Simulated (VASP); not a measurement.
# KF (Fm-3m) in VASP: notebook

KF is run at these levels: PBE; tasks: single point.

Everything below comes from runs of VASP 6.6.1. Logs are shortened: lines on timing, memory, paths and dates and some standing lists are left out, and cuts for length are marked.

**1. The cell of the first run**

The structure is cubic, space group Fm-3m (No. 225). The conventional cell has a = 5.347 Å, b = 5.347 Å, c = 5.347 Å, α = 90.00°, β = 90.00°, γ = 90.00°. Within 3.5 Å of K (site symmetry m-3m) lie 6 F at 2.67 Å. Within 3.5 Å of F (site symmetry m-3m) lie 6 K at 2.67 Å.

**2. Single point, PBE**

Contents of INCAR:

```
PREC = Accurate
ENCUT = 520
EDIFF = 1E-7
ISMEAR = 0
SIGMA = 0.05
LREAL = F
LASPH = T
NELM = 80
ALGO = Normal
ISIF = 2
LWAVE = F
LCHARG = F
GGA = PE
NBANDS = 15
```

Contents of KPOINTS:

```
Automatic mesh
0
Gamma
  4 4 4
```

Contents of POSCAR:

```
KF
1.0
    0.0000000000      2.6734993184      2.6734993184
    2.6734993184      0.0000000000      2.6734993184
    2.6734993184      2.6734993184      0.0000000000
K F
1 1
Direct
    0.0000000000      0.0000000000      0.0000000000
    0.5000000000      0.5000000000      0.5000000000
```

Potentials or basis: VASP PAW PBE potentials, release 64 (K_sv, F).

Run with:

```
$ cat potpaw_PBE.64/K_sv/POTCAR potpaw_PBE.64/F/POTCAR > POTCAR
$ mpirun -np 1 vasp_std > vasp.out
```

OUTCAR:

```text
PREC = Accurate
   ENCUT = 520
   EDIFF = 1E-7
   ISMEAR = 0
   LREAL = F
   LASPH = T
   NELM = 80
   ISIF = 2
   GGA = PE

 ion  position               nearest neighbor table
   1  0.000  0.000  0.000-   2 2.67   2 2.67   2 2.67   2 2.67   2 2.67   2 2.67
   2  0.500  0.500  0.500-   1 2.67   1 2.67   1 2.67   1 2.67   1 2.67   1 2.67

  LATTYP: Found a face centered cubic cell.
 ALAT       =     5.3469986368

  Lattice vectors:

 A1 = (   0.0000000000,   2.6734993184,   2.6734993184)
 A2 = (   2.6734993184,   0.0000000000,   2.6734993184)
 A3 = (   2.6734993184,   2.6734993184,   0.0000000000)

Analysis of symmetry for initial positions (statically):
=====================================================================
 Subroutine PRICEL returns:
 Original cell was already a primitive cell.

 Routine SETGRP: Setting up the symmetry group for a
 face centered cubic supercell.

 Subroutine GETGRP returns: Found 48 space group operations
 (whereof 48 operations were pure point group operations)
 out of a pool of 48 trial point group operations.

The static configuration has the point symmetry O_h .

Analysis of symmetry for dynamics (positions and initial velocities):
=====================================================================
 Subroutine PRICEL returns:
 Original cell was already a primitive cell.

 Routine SETGRP: Setting up the symmetry group for a
 face centered cubic supercell.

 Subroutine GETGRP returns: Found 48 space group operations
 (whereof 48 operations were pure point group operations)
 out of a pool of 48 trial point group operations.

The dynamic configuration has the point symmetry O_h .

 Subroutine INISYM returns: Found 48 space group operations
 (whereof 48 operations are pure point group operations),
 and found     1 'primitive' translations

----------------------------------------------------------------------------------------

                                     Primitive cell

  volume of cell :      38.2182

  direct lattice vectors                    reciprocal lattice vectors
     0.000000000  2.673499318  2.673499318    -0.187020807  0.187020807  0.187020807
     2.673499318  0.000000000  2.673499318     0.187020807 -0.187020807  0.187020807
     2.673499318  2.673499318  0.000000000     0.187020807  0.187020807 -0.187020807

  length of vectors
     3.780898995  3.780898995  3.780898995     0.323929540  0.323929540  0.323929540

  position of ions in fractional coordinates (direct lattice)
     0.000000000  0.000000000  0.000000000
     0.500000000  0.500000000  0.500000000

  ion indices of the primitive-cell ions
   primitive index   ion index
                 1           1
                 2           2

----------------------------------------------------------------------------------------

 KPOINTS: Automatic mesh

Automatic generation of k-mesh.
 Grid dimensions read from file:
 generate k-points for:    4    4    4

 Generating k-lattice:

  Cartesian coordinates                     Fractional coordinates (reciprocal lattice)
    -0.046755202  0.046755202  0.046755202     0.250000000  0.000000000  0.000000000
     0.046755202 -0.046755202  0.046755202     0.000000000  0.250000000  0.000000000
     0.046755202  0.046755202 -0.046755202     0.000000000  0.000000000  0.250000000

  Length of vectors
     0.080982385  0.080982385  0.080982385

  Shift w.r.t. Gamma in fractional coordinates (k-lattice)
     0.000000000  0.000000000  0.000000000

 Subroutine IBZKPT returns following result:
 ===========================================

 Found      8 irreducible k-points:

 Following reciprocal coordinates:
            Coordinates               Weight
  0.000000  0.000000  0.000000      1.000000
  0.250000  0.000000  0.000000      8.000000
  0.500000  0.000000  0.000000      4.000000
  0.250000  0.250000  0.000000      6.000000
  0.500000  0.250000  0.000000     24.000000
 -0.250000  0.250000  0.000000     12.000000
  0.500000  0.500000  0.000000      3.000000
 -0.250000  0.500000  0.250000      6.000000
   k-points           NKPTS =      8   k-points in BZ     NKDIM =      8   number of bands    NBANDS=     15
   number of dos      NEDOS =    301   number of ions     NIONS =      2
   total plane-waves  NPLWV =  21952
   dimension x,y,z NGX =    28 NGY =   28 NGZ =   28
   dimension x,y,z NGXF=    56 NGYF=   56 NGZF=   56
   ions per type =               1   1
   NGX,Y,Z   is equivalent  to a cutoff of  12.31, 12.31, 12.31 a.u.
   NGXF,Y,Z  is equivalent  to a cutoff of  24.62, 24.62, 24.62 a.u.
 SYSTEM =  unknown system
   PREC   = accura    normal or accurate (medium, high low for compatibility)
   ISTART =      0    job   : 0-new  1-cont  2-samecut
   ICHARG =      2    charge: 1-file 2-atom 10-const
   ISPIN  =      1    spin polarized calculation?
   LNONCOLLINEAR =      F non collinear calculations
   LSORBIT =      F    spin-orbit coupling
   LASPH  =      T    aspherical Exc in radial PAW
   ENCUT  =  520.0 eV  38.22 Ry    6.18 a.u.   7.03  7.03  7.03*2*pi/ulx,y,z
   NELM   =     80;   NELMIN=  2; NELMDL= -5     # of ELM steps
   EDIFF  = 0.1E-06   stopping-criterion for ELM
   LREAL  =      F    real-space projection
   EDIFFG = 0.1E-05   stopping-criterion for IOM
   NSW    =      0    number of steps for IOM
   IBRION =     -1    ionic relax: 0-MD 1-quasi-New 2-CG
   NFREE  =      0    steps in history (QN), initial steepest desc. (CG)
   ISIF   =      2    stress and relaxation
   ISYM   =      2    0-nonsym 1-usesym 2-fastsym
   POTIM  = 0.5000    time-step for ionic-motion
   TEBEG  =    0.0;   TEEND  =   0.0 temperature during run
   PSTRESS=    0.0 pullay stress
   NELECT =      16.0000    total number of electrons
   NUPDOWN=      -1.0000    fix difference up-down
   EMIN   =  10.00;   EMAX   =-10.00  energy-range for DOS
   EFERMI =   0.00;   METHOD = LEGACY
   ISMEAR =     0;   SIGMA  =   0.05  broadening in eV -4-tet -1-fermi 0-gaus
   EFERMI_NEDOS =   21; number of points for ismear=-14 and -15
   IALGO  =     38    algorithm
   IMIX   =      4    mixing-type and parameters
     AMIX     =   0.40;   BMIX     =  1.00
     AMIX_MAG =   1.60;   BMIX_MAG =  1.00
  volume/ion in A,a.u.               =      19.11       128.95
  Fermi-wavevector in a.u.,A,eV,Ry     =   1.224686  2.314321 20.406777  1.499856
  Thomas-Fermi vector in A             =   2.359751
   LORBIT       =      0    0 simple, 1 ext, 2 COOP (PROOUT), +10 PAW based schemes
   GGA     = PE    functional components
   LHFCALC =     F    Hartree Fock is set to
   AEXX    =    0.0000 exact exchange contribution
   IVDW    =     0    specifies the selected vdW correction
   LEPSILON=     F    determine dielectric tensor
   LRPA    =     F    only Hartree local field effects (RPA)
 non-spin polarized calculation
 Gauss-broadening in eV      SIGMA  =   0.05
  energy-cutoff  :      520.00
  volume of cell :       38.22
 maximum number of plane-waves:      1056
   NGX = 13   NGY = 13   NGZ = 13

 number of electron      16.0000001 magnetization

 Free energy of the ion-electron system (eV)
  ---------------------------------------------------
  ext. energy  EPLUGINS =         0.00000000
  ---------------------------------------------------
  free energy    TOTEN  =        -8.29082148 eV

  energy without entropy =       -8.29082148  energy(sigma->0) =       -8.29082148

 E-fermi :  -2.4668     XC(G=0):  -8.3953

 val. band max:       -2.8093643030   @ k =   0.0000   0.0000   0.0000
 cond. band min:       3.3466605833   @ k =   0.0000   0.0000   0.0000
 fundamental gap:      6.1560248863
 Fermi energy:        -2.4667643538

 k-point     1 :       0.0000    0.0000    0.0000
  band No.  band energies     occupation
      1     -28.9520      2.00000
      2     -21.4639      2.00000
      3     -12.2039      2.00000
      4     -12.2039      2.00000
      5     -12.2039      2.00000
      6      -2.8094      2.00000
      7      -2.8094      2.00000
      8      -2.8094      2.00000
      9       3.3467      0.00000
     10       7.8647      0.00000
     11       7.8647      0.00000
     12       7.8647      0.00000
     13       9.5339      0.00000
     14       9.5339      0.00000
     15      14.1184      0.00000

 k-point     2 :       0.2500    0.0000    0.0000
  band No.  band energies     occupation
      1     -28.9054      2.00000
      2     -21.5078      2.00000
      3     -12.3419      2.00000
      4     -12.2224      2.00000
      5     -12.2224      2.00000
      6      -3.2453      2.00000
      7      -2.9855      2.00000
      8      -2.9855      2.00000
      9       4.8572      0.00000
     10       7.2754      0.00000
     11       8.5913      0.00000
     12       8.5913      0.00000
     13      10.1231      0.00000
     14      10.1231      0.00000
     15      15.8338      0.00000

 k-point     3 :       0.5000    0.0000    0.0000
  band No.  band energies     occupation
      1     -28.8581      2.00000
      2     -21.5520      2.00000
      3     -12.4771      2.00000
      4     -12.2405      2.00000
      5     -12.2405      2.00000
      6      -3.5995      2.00000
      7      -3.1544      2.00000
      8      -3.1544      2.00000
      9       6.2508      0.00000
     10       7.7822      0.00000
     11       9.2533      0.00000
     12       9.2533      0.00000
     13      11.4794      0.00000
     14      11.4794      0.00000
     15      13.3053      0.00000
[... 55 lines left out ...]
 k-point     7 :       0.5000    0.5000    0.0000
  band No.  band energies     occupation
      1     -28.8376      2.00000
      2     -21.4810      2.00000
      3     -12.7573      2.00000
      4     -12.4132      2.00000
      5     -12.4132      2.00000
      6      -3.0230      2.00000
      7      -2.8669      2.00000
      8      -2.8668      2.00000
      9       5.3894      0.00000
     10       7.4836      0.00000
     11       8.9873      0.00000
     12      10.7925      0.00000
     13      11.4068      0.00000
     14      11.4068      0.00000
     15      13.0043      0.00000

 k-point     8 :      -0.2500    0.5000    0.2500
  band No.  band energies     occupation
      1     -28.8348      2.00000
      2     -21.5053      2.00000
      3     -12.5873      2.00000
      4     -12.5873      2.00000
      5     -12.2911      2.00000
      6      -3.2118      2.00000
      7      -2.9746      2.00000
      8      -2.9746      2.00000
      9       6.9169      0.00000
     10       6.9169      0.00000
     11       8.3789      0.00000
     12      10.5847      0.00000
     13      11.4159      0.00000
     14      12.0952      0.00000
     15      13.2989      0.00000

------------------------ aborting loop because EDIFF is reached ----------------------------------------

  FORCE on cell =-STRESS in cart. coord.  units (eV):
  Direction    XX          YY          ZZ          XY          YZ          ZX
  --------------------------------------------------------------------------------------
  -------------------------------------------------------------------------------------
  Total        0.3222311      0.3222311      0.3222311      0.0000000      0.0000000     -0.0000000
  in kB       13.5085220     13.5085220     13.5085220      0.0000000      0.0000000     -0.0000000
  external PRESSURE =      13.5085220 kB  Pullay stress =       0.0000000 kB

 VOLUME and BASIS-vectors are now :
 -----------------------------------------------------------------------------
  energy-cutoff  :      520.00
  volume of cell :       38.22
      direct lattice vectors                 reciprocal lattice vectors
     0.000000000  2.673499318  2.673499318    -0.187020807  0.187020807  0.187020807
     2.673499318  0.000000000  2.673499318     0.187020807 -0.187020807  0.187020807
     2.673499318  2.673499318  0.000000000     0.187020807  0.187020807 -0.187020807

 POSITION                                       TOTAL-FORCE (eV/Angst)
 -----------------------------------------------------------------------------------
      0.00000      0.00000      0.00000         0.000000     -0.000000      0.000000
      2.67350      2.67350      2.67350        -0.000000      0.000000     -0.000000
 -----------------------------------------------------------------------------------
    total drift:                                0.000000      0.000000      0.000000

  FREE ENERGIE OF THE ION-ELECTRON SYSTEM (eV)
  ---------------------------------------------------
  free  energy   TOTEN  =        -8.2908214751 eV

  energy  without entropy=       -8.2908214751  energy(sigma->0) =       -8.29082148
```

It took 6.7 s on 1 thread of AMD EPYC 7R43 (Zen 3), shared host; peak memory 0.12 GiB.

Results:

```
Free energy            : -8.2908 eV
Pressure               : 1.4 GPa
Band gap on the k mesh : 6.16 eV
```

Caveat: the k points lie up to 0.51 Å⁻¹ apart.

**3. Single point, PBE**

Contents of INCAR:

```
ALGO = Normal
EDIFF = 1E-7
ENCUT = 520
GGA = PE
ISIF = 2
ISMEAR = 0
LASPH = True
LCHARG = False
LREAL = False
LWAVE = False
NBANDS = 15
NELM = 80
PREC = Accurate
SIGMA = 0.05
```

Contents of KPOINTS:

```
k-points
0
Gamma
  8 8 8
```

POSCAR is that of step 2.

Potentials or basis: VASP PAW PBE potentials, release 64 (K_sv, F).

Run with:

```
$ cat potpaw_PBE.64/K_sv/POTCAR potpaw_PBE.64/F/POTCAR > POTCAR
$ mpirun -np 1 vasp_std > vasp.out
```

Run time: 16 s. Hardware: 1 thread of AMD EPYC 7R43 (Zen 3), shared host; peak memory 0.13 GiB.

It converged, with:

- Free energy: -8.2908 eV
- Pressure: 1.4 GPa
- Band gap on the k mesh: 6.16 eV

Levels at points of the mesh, in eV from the valence-band top:
```tsv
k point	band 4	band 5	band 6	band 7	band 8	band 9	band 10	band 11	band 12	band 13
(0.00, 0.00, 0.00)	-9.39	-9.39	0.00	0.00	0.00	6.16	10.67	10.67	10.67	12.34
(0.50, 0.00, 0.00)	-9.43	-9.43	-0.79	-0.34	-0.34	9.06	10.59	12.06	12.06	14.29
(0.50, 0.50, 0.00)	-9.60	-9.60	-0.21	-0.06	-0.06	8.20	10.29	11.80	13.60	14.22
```

A k mesh can miss the band edges. Expect the measured gap to be larger: semilocal functionals such as PBE lack the derivative discontinuity.
